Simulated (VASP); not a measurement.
Al2Au:

```
Au Al
1.0
     0.00000    3.03948    3.03948
     3.03948    0.00000    3.03948
     3.03948    3.03948    0.00000
Au Al
1 2
Cartesian
  0.0000 0.0000 0.0000
  4.5592 4.5592 4.5592
  1.5197 1.5197 1.5197
```

Base run:

| Property | Result |
| --- | --- |
| Program | VASP 6.6.1 |
| Functional | r2SCAN |
| Potentials or basis | VASP PAW PBE potentials, release 64 (Au, Al) |
| Cutoff | 520 eV |
| k mesh | 8 × 8 × 8 |
| Occupations | fermi-dirac, width 0.05 eV |
| Spin | no spin polarisation |

Its results: pressure -4.1 GPa.

Q: The run is repeated on the same cell with these changes: functional from r2SCAN to PBE. What comes out?

A: Pressure -1.2 GPa.

Caveats: the PAW data sets were made with another functional, which shifts forces and pressure a little (some runs).
